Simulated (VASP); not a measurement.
# Sb (P6/mmm) in VASP: notebook

The runs below take Sb through single point, relaxation of cell and atoms, with PBE.

All numbers are computed with VASP 6.6.1; they aren't measurements. Logs are shortened: lines on timing, memory, paths and dates and some standing lists are left out, and cuts for length are marked.

### 1 The cell of the first run

Symmetry: P6/mmm, No. 191, hexagonal system. Conventional cell: a = 3.307 Å, b = 3.307 Å, c = 6.497 Å, α = 90.00°, β = 90.00°, γ = 120.00°. Sb (site symmetry 6mm) has 8 Sb at 2.87 to 3.63 Å within 3.8 Å.

The cell was generated, and may not be a known phase.

### 2 Single point, PBE

INCAR

```
SYSTEM = Sb
ALGO = Normal ; EDIFF = 1E-7
ENCUT = 520 ; GGA = PE
ISIF = 2 ; ISMEAR = 0
LASPH = .TRUE. ; LCHARG = .FALSE.
LREAL = .FALSE. ; LWAVE = .FALSE.
NBANDS = 12 ; NELM = 100
PREC = Accurate ; SIGMA = 0.1
```

KPOINTS

```
k-points
0
G
  6 6 4
  0 0 0
```

POSCAR

```
Sb
1.0
    3.3071827142      0.0000000000      0.0000000000
   -1.6535913571      2.8641042454      0.0000000000
    0.0000000000      0.0000000000      6.4973612862
Sb
2
Direct
    0.0000000000      0.0000000000      0.2208287520
    0.0000000000      0.0000000000      0.7791712480
```

Potentials or basis: VASP PAW PBE potentials, release 64 (Sb).

Run with:

```
cat potpaw_PBE.64/Sb/POTCAR > POTCAR
mpirun -np 1 vasp_std > vasp.out
```

OUTCAR:

```text
SYSTEM = Sb
   EDIFF = 1E-7
   ENCUT = 520
   GGA = PE
   ISIF = 2
   ISMEAR = 0
   LASPH = .TRUE.
   LREAL = .FALSE.
   NELM = 100
   PREC = Accurate

 ion  position               nearest neighbor table
   1  0.000  0.000  0.221-   2 2.87   2 3.63
   2  0.000  0.000  0.779-   1 2.87   1 3.63

  LATTYP: Found a hexagonal cell.
 ALAT       =     3.3071827142
 C/A-ratio  =     1.9646212041

  Lattice vectors:

 A1 = (   3.3071827142,   0.0000000000,   0.0000000000)
 A2 = (  -1.6535913571,   2.8641042454,   0.0000000000)
 A3 = (   0.0000000000,   0.0000000000,   6.4973612862)

Analysis of symmetry for initial positions (statically):
=====================================================================
 Subroutine PRICEL returns:
 Original cell was already a primitive cell.

 Routine SETGRP: Setting up the symmetry group for a
 hexagonal supercell.

 Subroutine GETGRP returns: Found 24 space group operations
 (whereof 24 operations were pure point group operations)
 out of a pool of 24 trial point group operations.

The static configuration has the point symmetry D_6h.

Analysis of symmetry for dynamics (positions and initial velocities):
=====================================================================
 Subroutine PRICEL returns:
 Original cell was already a primitive cell.

 Routine SETGRP: Setting up the symmetry group for a
 hexagonal supercell.

 Subroutine GETGRP returns: Found 24 space group operations
 (whereof 24 operations were pure point group operations)
 out of a pool of 24 trial point group operations.

The dynamic configuration has the point symmetry D_6h.

 Subroutine INISYM returns: Found 24 space group operations
 (whereof 24 operations are pure point group operations),
 and found     1 'primitive' translations

----------------------------------------------------------------------------------------

                                     Primitive cell

  volume of cell :      61.5438

  direct lattice vectors                    reciprocal lattice vectors
     3.307182714  0.000000000  0.000000000     0.302372166  0.174574651  0.000000000
    -1.653591357  2.864104245  0.000000000     0.000000000  0.349149303  0.000000000
     0.000000000  0.000000000  6.497361286     0.000000000  0.000000000  0.153908634

  length of vectors
     3.307182714  3.307182714  6.497361286     0.349149303  0.349149303  0.153908634

  position of ions in fractional coordinates (direct lattice)
     0.000000000  0.000000000  0.220828752
     0.000000000  0.000000000  0.779171248

  ion indices of the primitive-cell ions
   primitive index   ion index
                 1           1
                 2           2

----------------------------------------------------------------------------------------

 KPOINTS: k-points

Automatic generation of k-mesh.
 Grid dimensions read from file:
 generate k-points for:    6    6    4

 Generating k-lattice:

  Cartesian coordinates                     Fractional coordinates (reciprocal lattice)
     0.050395361  0.029095775  0.000000000     0.166666667  0.000000000  0.000000000
     0.000000000  0.058191550  0.000000000     0.000000000  0.166666667  0.000000000
     0.000000000  0.000000000  0.038477158     0.000000000  0.000000000  0.250000000

  Length of vectors
     0.058191550  0.058191550  0.038477158

  Shift w.r.t. Gamma in fractional coordinates (k-lattice)
     0.000000000  0.000000000  0.000000000

 Subroutine IBZKPT returns following result:
 ===========================================

 Found     21 irreducible k-points:

 Following reciprocal coordinates:
            Coordinates               Weight
  0.000000  0.000000  0.000000      1.000000
  0.166667  0.000000  0.000000      6.000000
  0.333333  0.000000  0.000000      6.000000
  0.500000 -0.000000  0.000000      3.000000
  0.166667  0.166667  0.000000      6.000000
  0.333333  0.166667  0.000000     12.000000
[... 13 lines left out ...]
  0.333333  0.166667  0.500000     12.000000
  0.333333  0.333333  0.500000      2.000000
   k-points           NKPTS =     21   k-points in BZ     NKDIM =     21   number of bands    NBANDS=     12
   number of dos      NEDOS =    301   number of ions     NIONS =      2
   total plane-waves  NPLWV =  37632
   dimension x,y,z NGX =    28 NGY =   28 NGZ =   48
   dimension x,y,z NGXF=    56 NGYF=   56 NGZF=   96
   ions per type =               2
   NGX,Y,Z   is equivalent  to a cutoff of  14.08, 14.08, 12.28 a.u.
   NGXF,Y,Z  is equivalent  to a cutoff of  28.15, 28.15, 24.56 a.u.
 SYSTEM =  Sb
   PREC   = accura    normal or accurate (medium, high low for compatibility)
   ISTART =      0    job   : 0-new  1-cont  2-samecut
   ICHARG =      2    charge: 1-file 2-atom 10-const
   ISPIN  =      1    spin polarized calculation?
   LNONCOLLINEAR =      F non collinear calculations
   LSORBIT =      F    spin-orbit coupling
   LASPH  =      T    aspherical Exc in radial PAW
   ENCUT  =  520.0 eV  38.22 Ry    6.18 a.u.   6.15  6.15 12.08*2*pi/ulx,y,z
   NELM   =    100;   NELMIN=  2; NELMDL= -5     # of ELM steps
   EDIFF  = 0.1E-06   stopping-criterion for ELM
   LREAL  =      F    real-space projection
   EDIFFG = 0.1E-05   stopping-criterion for IOM
   NSW    =      0    number of steps for IOM
   IBRION =     -1    ionic relax: 0-MD 1-quasi-New 2-CG
   NFREE  =      0    steps in history (QN), initial steepest desc. (CG)
   ISIF   =      2    stress and relaxation
   ISYM   =      2    0-nonsym 1-usesym 2-fastsym
   POTIM  = 0.5000    time-step for ionic-motion
   TEBEG  =    0.0;   TEEND  =   0.0 temperature during run
   PSTRESS=    0.0 pullay stress
   NELECT =      10.0000    total number of electrons
   NUPDOWN=      -1.0000    fix difference up-down
   EMIN   =  10.00;   EMAX   =-10.00  energy-range for DOS
   EFERMI =   0.00;   METHOD = LEGACY
   ISMEAR =     0;   SIGMA  =   0.10  broadening in eV -4-tet -1-fermi 0-gaus
   EFERMI_NEDOS =   21; number of points for ismear=-14 and -15
   IALGO  =     38    algorithm
   IMIX   =      4    mixing-type and parameters
     AMIX     =   0.40;   BMIX     =  1.00
     AMIX_MAG =   1.60;   BMIX_MAG =  1.00
  volume/ion in A,a.u.               =      30.77       207.66
  Fermi-wavevector in a.u.,A,eV,Ry     =   0.893333  1.688155 10.858051  0.798044
  Thomas-Fermi vector in A             =   2.015397
   LORBIT       =      0    0 simple, 1 ext, 2 COOP (PROOUT), +10 PAW based schemes
   GGA     = PE    functional components
   LHFCALC =     F    Hartree Fock is set to
   AEXX    =    0.0000 exact exchange contribution
   IVDW    =     0    specifies the selected vdW correction
   LEPSILON=     F    determine dielectric tensor
   LRPA    =     F    only Hartree local field effects (RPA)
 non-spin polarized calculation
 Gauss-broadening in eV      SIGMA  =   0.10
  energy-cutoff  :      520.00
  volume of cell :       61.54
 maximum number of plane-waves:      1686
 NGX is ok and might be reduce to    28
   NGX = 13   NGY = 13   NGZ = 25

 number of electron      10.0000000 magnetization

 Free energy of the ion-electron system (eV)
  ---------------------------------------------------
  ext. energy  EPLUGINS =         0.00000000
  ---------------------------------------------------
  free energy    TOTEN  =        -7.96193034 eV

  energy without entropy =       -7.95622124  energy(sigma->0) =       -7.95907579

 E-fermi :   7.0964     XC(G=0):  -9.4943

 val. band max:        7.0242898967   @ k =   0.3333   0.3333   0.5000
 cond. band min:       7.1634351475   @ k =   0.1667   0.1667   0.2500
 fundamental gap:      0.1391452508
 Fermi energy:         7.0963500614

 k-point     1 :       0.0000    0.0000    0.0000
  band No.  band energies     occupation
      1      -5.5462      2.00000
      2      -3.2562      2.00000
      3       1.6486      2.00000
      4       9.4668      0.00000
      5      11.1324      0.00000
      6      11.1324      0.00000
      7      12.9756      0.00000
      8      13.0171      0.00000
      9      13.0171      0.00000
     10      16.0098      0.00000
     11      16.6814      0.00000
     12      16.6814      0.00000

 k-point     2 :       0.1667    0.0000    0.0000
  band No.  band energies     occupation
      1      -5.0636      2.00000
      2      -2.7634      2.00000
      3       2.1086      2.00000
      4       7.9167      0.00000
      5       9.8120      0.00000
      6      10.1106      0.00000
      7      10.1513      0.00000
      8      11.9848      0.00000
      9      13.3869      0.00000
     10      14.3362      0.00000
     11      15.1597      0.00000
     12      16.4350      0.00000

 k-point     3 :       0.3333    0.0000    0.0000
  band No.  band energies     occupation
      1      -3.7036      2.00000
      2      -1.3460      2.00000
      3       3.2660      2.00000
      4       3.8418      2.00000
      5       5.7951      2.00000
      6       8.7697      0.00000
      7      10.6116      0.00000
      8      11.1904      0.00000
      9      11.3202      0.00000
     10      12.7588      0.00000
     11      14.9760      0.00000
     12      15.2010      0.00000
[... 241 lines left out ...]
 k-point    20 :       0.3333    0.1667    0.5000
  band No.  band energies     occupation
      1      -2.3363      2.00000
      2      -0.8785      2.00000
      3       2.7970      2.00000
      4       3.8472      2.00000
      5       6.1353      2.00000
      6       6.5196      2.00000
      7       7.2210      0.07794
      8       8.5628      0.00000
      9      12.6014      0.00000
     10      13.2381      0.00000
     11      15.3371      0.00000
     12      16.0466      0.00000

 k-point    21 :       0.3333    0.3333    0.5000
  band No.  band energies     occupation
      1      -1.5939      2.00000
      2      -0.0351      2.00000
      3       3.4058      2.00000
      4       3.4058      2.00000
      5       4.3943      2.00000
      6       4.3943      2.00000
      7       7.0243      1.69184
      8       9.3446      0.00000
      9      13.1619      0.00000
     10      13.1619      0.00000
     11      13.7143      0.00000
     12      13.7143      0.00000

------------------------ aborting loop because EDIFF is reached ----------------------------------------

  FORCE on cell =-STRESS in cart. coord.  units (eV):
  Direction    XX          YY          ZZ          XY          YZ          ZX
  --------------------------------------------------------------------------------------
  -------------------------------------------------------------------------------------
  Total       -0.0365723     -0.0365723      0.0214140      0.0000000     -0.0000000      0.0000000
  in kB       -0.9520918     -0.9520918      0.5574737      0.0000000     -0.0000000      0.0000000
  external PRESSURE =      -0.4489033 kB  Pullay stress =       0.0000000 kB

 VOLUME and BASIS-vectors are now :
 -----------------------------------------------------------------------------
  energy-cutoff  :      520.00
  volume of cell :       61.54
      direct lattice vectors                 reciprocal lattice vectors
     3.307182714  0.000000000  0.000000000     0.302372166  0.174574651  0.000000000
    -1.653591357  2.864104245  0.000000000     0.000000000  0.349149303  0.000000000
     0.000000000  0.000000000  6.497361286     0.000000000  0.000000000  0.153908634

 POSITION                                       TOTAL-FORCE (eV/Angst)
 -----------------------------------------------------------------------------------
      0.00000      0.00000      1.43480        -0.000000     -0.000000      0.001841
      0.00000      0.00000      5.06256         0.000000      0.000000     -0.001841
 -----------------------------------------------------------------------------------
    total drift:                                0.000000     -0.000000     -0.000000

  FREE ENERGIE OF THE ION-ELECTRON SYSTEM (eV)
  ---------------------------------------------------
  free  energy   TOTEN  =        -7.9619303390 eV

  energy  without entropy=       -7.9562212402  energy(sigma->0) =       -7.95907579
```

It took 22 s on 1 thread of Intel Xeon 8259CL, shared host; peak memory 0.19 GiB.

What came out:

| Quantity | Value |
| --- | --- |
| Free energy | -7.9619 eV |
| Pressure | 0.0 GPa |
| Band gap on the k mesh | zero (bands 5 and 6 overlap by 7.02 eV) |

Stress tensor (GPa, compression positive):
```
-0.10  0.00  0.00
 0.00 -0.10  0.00
 0.00  0.00  0.06
```

Levels at points of the mesh, in eV from the Fermi level:
| k point | band 3 | band 4 | band 5 | band 6 | band 7 | band 8 |
| --- | --- | --- | --- | --- | --- | --- |
| (0.00, 0.00, 0.00) | -5.45 | 2.37 | 4.04 | 4.04 | 5.88 | 5.92 |
| (0.50, 0.00, 0.00) | -5.62 | -3.74 | -2.74 | 1.16 | 2.39 | 2.98 |
| (0.00, 0.00, 0.50) | -3.25 | -1.49 | 4.32 | 4.32 | 5.44 | 5.44 |
| (0.50, 0.00, 0.50) | -5.30 | -4.32 | -0.59 | 1.45 | 1.61 | 2.49 |

Caveat: the k points lie up to 0.37 Å⁻¹ apart, too coarse for converged energies and pressures of a metal; spin-orbit coupling is left out, which moves the levels of the heavy elements.

(Part 1 of 3 ends here.)

The gap in the log of VASP goes by the Fermi energy; the results here count the filled bands.